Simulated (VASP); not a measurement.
Wanted: the native input for a VASP 6.6.1 run.

```yaml
Task: single point
Functional: PBE
Potentials_or_basis: VASP PAW PBE potentials, release 64 (Pb_d, S)
Cutoff: 520 eV
k_mesh: 4 × 6 × 4
Occupations: gaussian, width 0.01 eV
Spin: no spin polarisation
Dipole_correction: no
Further_INCAR_settings: ALGO = Normal; EDIFF = 1e-07; NBANDS = 50
```

The structure of PbS lies in POSCAR:

```
PbS
1.0
    5.8670136084      0.0000000000      0.2236883127
    0.0000000000      3.9792467357      0.0000000000
   -0.2503671076      0.0000000000      9.9747783827
Pb S
4 4
Direct
    0.7376751410      0.2500000000      0.6184295417
    0.2623248590      0.7500000000      0.3815704583
    0.2603830543      0.2500000000      0.8934940994
    0.7396169457      0.7500000000      0.1065059006
    0.7471270842      0.2500000000      0.9165719888
    0.2528729158      0.7500000000      0.0834280112
    0.4335533169      0.7500000000      0.6543354510
    0.5664466831      0.2500000000      0.3456645490
```

These files were run (other wordings do the same):

INCAR

```
PREC = Accurate
ENCUT = 520
EDIFF = 1E-7
ISMEAR = 0
SIGMA = 0.01
LREAL = False
LASPH = True
NELM = 60
ALGO = Normal
ISIF = 2
LWAVE = False
LCHARG = False
GGA = PE
NBANDS = 50
```

KPOINTS

```
regular mesh
0
Gamma
  4 6 4
```

Potentials or basis: VASP PAW PBE potentials, release 64 (Pb_d, S).

The run is started by

```sh
$ cat potpaw_PBE.64/Pb_d/POTCAR potpaw_PBE.64/S/POTCAR > POTCAR
$ mpirun -np 1 vasp_std > vasp.out
```

It gave:

```
Pressure               : 1.9 GPa
Largest force          : 0.140 eV/Å
Band gap on the k mesh : 0.91 eV, indirect (least direct gap 1.03 eV)
```

Caveat: spin-orbit coupling is left out, which moves the levels of the heavy elements.

Wall time 5.7 min on 1 thread of AMD EPYC 9R45 96-Core Processor (Zen 5), on a shared host, peak memory 0.5 GiB.
